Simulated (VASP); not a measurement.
Write the native input for VASP 6.6.1 that does the following.

| Property | Result |
| --- | --- |
| Task | single point |
| Functional | PBE |
| Potentials or basis | VASP PAW PBE potentials, release 64 (Re, Li_sv) |
| Cutoff | 520 eV |
| k mesh | 6 × 6 × 6 |
| Occupations | methfessel-paxton, width 0.05 eV |
| Spin | non-collinear spin, zero start, spin-orbit coupling |
| Starting moments | [[0.0, 0.0, 0.0], [0.0, 0.0, 0.0], [0.0, 0.0, 0.0], [0.0, 0.0, 0.0]] μB |
| Dipole correction | no |
| Further INCAR settings | ALGO = Normal; EDIFF = 1e-06; NBANDS = 38 |

The structure of LiRe3 lies in POSCAR:

```
LiRe3
1.0
    0.0000000000      3.0528810000      3.0528810000
    3.0528810000      0.0000000000      3.0528810000
    3.0528810000      3.0528810000      0.0000000000
Re Li
3 1
Direct
    0.5000000000      0.5000000000      0.5000000000
    0.2500000000      0.2500000000      0.2500000000
    0.7500000000      0.7500000000      0.7500000000
    0.0000000000      0.0000000000      0.0000000000
```

These files were run (other wordings do the same):

INCAR

```
PREC = Accurate
ENCUT = 520
EDIFF = 1E-6
ISMEAR = 1
SIGMA = 0.05
LREAL = False
LASPH = True
NELM = 150
ALGO = Normal
ISIF = 2
LWAVE = False
LCHARG = False
LNONCOLLINEAR = True
MAGMOM = 0 0 0 0 0 0 0 0 0 0 0 0
LORBIT = 11
LSORBIT = True
GGA_COMPAT = False
LORBMOM = True
LMAXMIX = 4
GGA = PE
NBANDS = 38
```

KPOINTS

```
Automatic mesh
0
Gamma
  6 6 6
```

Potentials or basis: VASP PAW PBE potentials, release 64 (Re, Li_sv).

The run is started by

```sh
$ cat potpaw_PBE.64/Re/POTCAR potpaw_PBE.64/Li_sv/POTCAR > POTCAR
$ mpirun -np 1 vasp_ncl > vasp.out
```

Results of the run:

* Net moment: 0.00 μB per cell
* Valence electrons inside the program's atomic spheres: Re 6.12, 5.91; Li 2.15

Wall time 63 s on 1 thread of AMD EPYC 9R45 96-Core Processor (Zen 5) (shared host), peak memory 0.3 GiB.
